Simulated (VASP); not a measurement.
# MgS in VASP: further runs

MgS is run at these levels: PBE; tasks: single point.

Program: VASP 6.6.1. These are calculated values, not measurements. Logs are shortened: lines on timing, memory, paths and dates and some standing lists are left out, and cuts for length are marked.

## (1) The cell of the first run

The typed cell holds 2 atoms: a = 3.683 Å, b = 3.683 Å, c = 3.683 Å, α = 60.00°, β = 60.00°, γ = 60.00°.

## (2) Single point, PBE

The input, INCAR:

```
SYSTEM = MgS
PREC = Accurate
ENCUT = 520
EDIFF = 1E-6
ISMEAR = 0
SIGMA = 0.1
LREAL = .False.
LASPH = .True.
NELM = 120
ALGO = Normal
ISIF = 2
LWAVE = .False.
LCHARG = .False.
GGA = PE
NBANDS = 11
GGA_COMPAT = .False.
```

The input, KPOINTS:

```
regular mesh
0
Gamma
  2 2 2
  0 0 0
```

The input, POSCAR:

```
MgS
1.0
    0.0000000000      2.6043975556      2.6043975556
    2.6043975556      0.0000000000      2.6043975556
    2.6043975556      2.6043975556      0.0000000000
Mg S
1 1
Direct
   -0.0005627021      0.0012089168     -0.0023635024
    0.5004264795      0.4990833666      0.5017918625
```

Potentials or basis: VASP PAW PBE potentials, release 64 (Mg, S).

Launch:

```sh
> cat potpaw_PBE.64/Mg/POTCAR potpaw_PBE.64/S/POTCAR > POTCAR
> mpirun -np 1 vasp_std > vasp.out
```

OUTCAR:

```text
SYSTEM = MgS
   PREC = Accurate
   ENCUT = 520
   EDIFF = 1E-6
   ISMEAR = 0
   LREAL = .False.
   LASPH = .True.
   NELM = 120
   ISIF = 2
   GGA = PE

 ion  position               nearest neighbor table
   1  0.999  0.001  0.998-   2 2.59   2 2.60   2 2.60   2 2.61   2 2.61   2 2.62
   2  0.500  0.499  0.502-   1 2.59   1 2.60   1 2.60   1 2.61   1 2.61   1 2.62

  LATTYP: Found a face centered cubic cell.
 ALAT       =     5.2087951112

  Lattice vectors:

 A1 = (   0.0000000000,   2.6043975556,   2.6043975556)
 A2 = (   2.6043975556,   0.0000000000,   2.6043975556)
 A3 = (   2.6043975556,   2.6043975556,   0.0000000000)

Analysis of symmetry for initial positions (statically):
=====================================================================
 Subroutine PRICEL returns:
 Original cell was already a primitive cell.

 Routine SETGRP: Setting up the symmetry group for a
 face centered cubic supercell.

 Subroutine GETGRP returns: Found  1 space group operations
 (whereof  1 operations were pure point group operations)
 out of a pool of 48 trial point group operations.

The static configuration has the point symmetry C_1 .

Analysis of symmetry for dynamics (positions and initial velocities):
=====================================================================
 Subroutine PRICEL returns:
 Original cell was already a primitive cell.

 Routine SETGRP: Setting up the symmetry group for a
 face centered cubic supercell.

 Subroutine GETGRP returns: Found  1 space group operations
 (whereof  1 operations were pure point group operations)
 out of a pool of 48 trial point group operations.

The dynamic configuration has the point symmetry C_1 .

 Subroutine INISYM returns: Found  1 space group operations
 (whereof  1 operations are pure point group operations),
 and found     1 'primitive' translations

----------------------------------------------------------------------------------------

                                     Primitive cell

  volume of cell :      35.3307

  direct lattice vectors                    reciprocal lattice vectors
     0.000000000  2.604397556  2.604397556    -0.191982979  0.191982979  0.191982979
     2.604397556  0.000000000  2.604397556     0.191982979 -0.191982979  0.191982979
     2.604397556  2.604397556  0.000000000     0.191982979  0.191982979 -0.191982979

  length of vectors
     3.683174345  3.683174345  3.683174345     0.332524273  0.332524273  0.332524273

  position of ions in fractional coordinates (direct lattice)
     0.999437298  0.001208917  0.997636498
     0.500426479  0.499083367  0.501791862

  ion indices of the primitive-cell ions
   primitive index   ion index
                 1           1
                 2           2

----------------------------------------------------------------------------------------

 KPOINTS: regular mesh

Automatic generation of k-mesh.
 Grid dimensions read from file:
 generate k-points for:    2    2    2

 Generating k-lattice:

  Cartesian coordinates                     Fractional coordinates (reciprocal lattice)
    -0.095991489  0.095991489  0.095991489     0.500000000  0.000000000  0.000000000
     0.095991489 -0.095991489  0.095991489     0.000000000  0.500000000  0.000000000
     0.095991489  0.095991489 -0.095991489     0.000000000  0.000000000  0.500000000

  Length of vectors
     0.166262137  0.166262137  0.166262137

  Shift w.r.t. Gamma in fractional coordinates (k-lattice)
     0.000000000  0.000000000  0.000000000

 Subroutine IBZKPT returns following result:
 ===========================================

 Found      8 irreducible k-points:

 Following reciprocal coordinates:
            Coordinates               Weight
  0.000000  0.000000  0.000000      1.000000
  0.500000  0.000000  0.000000      1.000000
  0.000000  0.500000  0.000000      1.000000
  0.000000  0.000000  0.500000      1.000000
  0.500000  0.500000  0.500000      1.000000
  0.500000  0.500000  0.000000      1.000000
  0.000000  0.500000  0.500000      1.000000
  0.500000  0.000000  0.500000      1.000000
   k-points           NKPTS =      8   k-points in BZ     NKDIM =      8   number of bands    NBANDS=     11
   number of dos      NEDOS =    301   number of ions     NIONS =      2
   total plane-waves  NPLWV =  21952
   dimension x,y,z NGX =    28 NGY =   28 NGZ =   28
   dimension x,y,z NGXF=    56 NGYF=   56 NGZF=   56
   ions per type =               1   1
   NGX,Y,Z   is equivalent  to a cutoff of  12.64, 12.64, 12.64 a.u.
   NGXF,Y,Z  is equivalent  to a cutoff of  25.28, 25.28, 25.28 a.u.
 SYSTEM =  MgS
   PREC   = accura    normal or accurate (medium, high low for compatibility)
   ISTART =      0    job   : 0-new  1-cont  2-samecut
   ICHARG =      2    charge: 1-file 2-atom 10-const
   ISPIN  =      1    spin polarized calculation?
   LNONCOLLINEAR =      F non collinear calculations
   LSORBIT =      F    spin-orbit coupling
   LASPH  =      T    aspherical Exc in radial PAW
   ENCUT  =  520.0 eV  38.22 Ry    6.18 a.u.   6.85  6.85  6.85*2*pi/ulx,y,z
   NELM   =    120;   NELMIN=  2; NELMDL= -5     # of ELM steps
   EDIFF  = 0.1E-05   stopping-criterion for ELM
   LREAL  =      F    real-space projection
   EDIFFG = 0.1E-04   stopping-criterion for IOM
   NSW    =      0    number of steps for IOM
   IBRION =     -1    ionic relax: 0-MD 1-quasi-New 2-CG
   NFREE  =      0    steps in history (QN), initial steepest desc. (CG)
   ISIF   =      2    stress and relaxation
   ISYM   =      2    0-nonsym 1-usesym 2-fastsym
   POTIM  = 0.5000    time-step for ionic-motion
   TEBEG  =    0.0;   TEEND  =   0.0 temperature during run
   PSTRESS=    0.0 pullay stress
   NELECT =       8.0000    total number of electrons
   NUPDOWN=      -1.0000    fix difference up-down
   EMIN   =  10.00;   EMAX   =-10.00  energy-range for DOS
   EFERMI =   0.00;   METHOD = LEGACY
   ISMEAR =     0;   SIGMA  =   0.10  broadening in eV -4-tet -1-fermi 0-gaus
   EFERMI_NEDOS =   21; number of points for ismear=-14 and -15
   IALGO  =     38    algorithm
   IMIX   =      4    mixing-type and parameters
     AMIX     =   0.40;   BMIX     =  1.00
     AMIX_MAG =   1.60;   BMIX_MAG =  1.00
  volume/ion in A,a.u.               =      17.67       119.21
  Fermi-wavevector in a.u.,A,eV,Ry     =   0.997825  1.885615 13.546695  0.995654
  Thomas-Fermi vector in A             =   2.130007
   LORBIT       =      0    0 simple, 1 ext, 2 COOP (PROOUT), +10 PAW based schemes
   GGA     = PE    functional components
   LHFCALC =     F    Hartree Fock is set to
   AEXX    =    0.0000 exact exchange contribution
   IVDW    =     0    specifies the selected vdW correction
   LEPSILON=     F    determine dielectric tensor
   LRPA    =     F    only Hartree local field effects (RPA)
 non-spin polarized calculation
 Gauss-broadening in eV      SIGMA  =   0.10
  energy-cutoff  :      520.00
  volume of cell :       35.33
 maximum number of plane-waves:       960
 NGX is ok and might be reduce to    28
   NGX = 13   NGY = 13   NGZ = 13

 number of electron       8.0000000 magnetization

 Free energy of the ion-electron system (eV)
  ---------------------------------------------------
  ext. energy  EPLUGINS =         0.00000000
  ---------------------------------------------------
  free energy    TOTEN  =        -7.11063481 eV

  energy without entropy =       -7.11063481  energy(sigma->0) =       -7.11063481

 E-fermi :   4.5702     XC(G=0):  -9.5509

 val. band max:        4.0891073358   @ k =   0.0000   0.0000   0.0000
 cond. band min:       6.5187956880   @ k =   0.5000   0.5000   0.0000
 fundamental gap:      2.4296883521
 Fermi energy:         4.5702372733

 k-point     1 :       0.0000    0.0000    0.0000
  band No.  band energies     occupation
      1      -8.5756      2.00000
      2       4.0887      2.00000
      3       4.0890      2.00000
      4       4.0891      2.00000
      5       7.6324      0.00000
      6      11.7975      0.00000
      7      11.7975      0.00000
      8      11.7979      0.00000
      9      14.1951      0.00000
     10      14.1956      0.00000
     11      16.4105      0.00000

 k-point     2 :       0.5000    0.0000    0.0000
  band No.  band energies     occupation
      1      -7.2131      2.00000
      2      -0.8982      2.00000
      3       3.4834      2.00000
      4       3.4835      2.00000
      5       8.4408      0.00000
      6      10.6943      0.00000
      7      10.6944      0.00000
      8      13.9140      0.00000
      9      16.0977      0.00000
     10      18.2992      0.00000
     11      18.3003      0.00000

 k-point     3 :       0.0000    0.5000    0.0000
  band No.  band energies     occupation
      1      -7.2131      2.00000
      2      -0.8981      2.00000
      3       3.4833      2.00000
      4       3.4836      2.00000
      5       8.4408      0.00000
      6      10.6942      0.00000
      7      10.6944      0.00000
      8      13.9140      0.00000
      9      16.0977      0.00000
     10      18.2989      0.00000
     11      18.3002      0.00000

 k-point     4 :       0.0000    0.0000    0.5000
  band No.  band energies     occupation
      1      -7.2131      2.00000
      2      -0.8980      2.00000
      3       3.4832      2.00000
      4       3.4835      2.00000
      5       8.4410      0.00000
      6      10.6941      0.00000
      7      10.6943      0.00000
      8      13.9140      0.00000
      9      16.0978      0.00000
     10      18.2983      0.00000
     11      18.2997      0.00000

 k-point     5 :       0.5000    0.5000    0.5000
  band No.  band energies     occupation
      1      -7.2131      2.00000
      2      -0.8981      2.00000
      3       3.4832      2.00000
      4       3.4836      2.00000
      5       8.4409      0.00000
      6      10.6942      0.00000
      7      10.6944      0.00000
      8      13.9140      0.00000
      9      16.0978      0.00000
     10      18.2987      0.00000
     11      18.3001      0.00000

 k-point     6 :       0.5000    0.5000    0.0000
  band No.  band energies     occupation
      1      -6.8247      2.00000
      2      -0.2284      2.00000
      3       2.3400      2.00000
      4       2.3402      2.00000
      5       6.5188      0.00000
      6       8.2552      0.00000
      7      16.0484      0.00000
      8      16.6841      0.00000
      9      17.2223      0.00000
     10      17.2230      0.00000
     11      19.7896      0.00000

 k-point     7 :       0.0000    0.5000    0.5000
  band No.  band energies     occupation
      1      -6.8247      2.00000
      2      -0.2284      2.00000
      3       2.3400      2.00000
      4       2.3402      2.00000
      5       6.5188      0.00000
      6       8.2553      0.00000
      7      16.0484      0.00000
      8      16.6841      0.00000
      9      17.2222      0.00000
     10      17.2229      0.00000
     11      19.7896      0.00000

 k-point     8 :       0.5000    0.0000    0.5000
  band No.  band energies     occupation
      1      -6.8247      2.00000
      2      -0.2285      2.00000
      3       2.3401      2.00000
      4       2.3402      2.00000
      5       6.5189      0.00000
      6       8.2554      0.00000
      7      16.0481      0.00000
      8      16.6845      0.00000
      9      17.2222      0.00000
     10      17.2223      0.00000
     11      19.7892      0.00000

------------------------ aborting loop because EDIFF is reached ----------------------------------------

  FORCE on cell =-STRESS in cart. coord.  units (eV):
  Direction    XX          YY          ZZ          XY          YZ          ZX
  --------------------------------------------------------------------------------------
  -------------------------------------------------------------------------------------
  Total        1.6428624      1.6469837      1.6423373     -0.0000356      0.0000199      0.0000071
  in kB       74.5006300     74.6875224     74.4768148     -0.0016166      0.0009022      0.0003202
  external PRESSURE =      74.5549890 kB  Pullay stress =       0.0000000 kB

 VOLUME and BASIS-vectors are now :
 -----------------------------------------------------------------------------
  energy-cutoff  :      520.00
  volume of cell :       35.33
      direct lattice vectors                 reciprocal lattice vectors
     0.000000000  2.604397556  2.604397556    -0.191982979  0.191982979  0.191982979
     2.604397556  0.000000000  2.604397556     0.191982979 -0.191982979  0.191982979
     2.604397556  2.604397556  0.000000000     0.191982979  0.191982979 -0.191982979

 POSITION                                       TOTAL-FORCE (eV/Angst)
 -----------------------------------------------------------------------------------
      2.60139      5.20117      2.60608         0.010298      0.026136     -0.005763
      2.60668      2.61018      2.60312        -0.010298     -0.026136      0.005763
 -----------------------------------------------------------------------------------
    total drift:                               -0.000014     -0.000019      0.000009

  FREE ENERGIE OF THE ION-ELECTRON SYSTEM (eV)
  ---------------------------------------------------
  free  energy   TOTEN  =        -7.1106348115 eV

  energy  without entropy=       -7.1106348115  energy(sigma->0) =       -7.11063481
```

Run time: 5.6 s. Hardware: 1 thread of Intel Xeon Platinum 8559C (Emerald Rapids), shared host; peak memory 0.15 GiB.

What came out:

```
Free energy            : -7.1106 eV
Pressure               : 7.5 GPa
Largest force          : 0.029 eV/Å
Band gap on the k mesh : 2.43 eV, indirect (least direct gap 3.54 eV)
```

Forces in eV/Å, atoms in the order of the input:
```
Mg   0.010  0.026 -0.006
S   -0.010 -0.026  0.006
```

Levels at points of the mesh, in eV from the valence-band top:
```
           k point  band 2  band 3  band 4  band 5  band 6  band 7
(0.00, 0.00, 0.00)    0.00    0.00    0.00    3.54    7.71    7.71
(0.50, 0.00, 0.00)   -4.99   -0.61   -0.61    4.35    6.61    6.61
(0.00, 0.50, 0.00)   -4.99   -0.61   -0.61    4.35    6.61    6.61
(0.00, 0.00, 0.50)   -4.99   -0.61   -0.61    4.35    6.61    6.61
(0.50, 0.50, 0.50)   -4.99   -0.61   -0.61    4.35    6.61    6.61
(0.50, 0.50, 0.00)   -4.32   -1.75   -1.75    2.43    4.17   11.96
(0.00, 0.50, 0.50)   -4.32   -1.75   -1.75    2.43    4.17   11.96
(0.50, 0.00, 0.50)   -4.32   -1.75   -1.75    2.43    4.17   11.96
```

Caveat: the k points lie up to 1.04 Å⁻¹ apart. Expect the measured gap to be larger: semilocal functionals such as PBE lack the derivative discontinuity.

(Continued in part 2 of 2.)
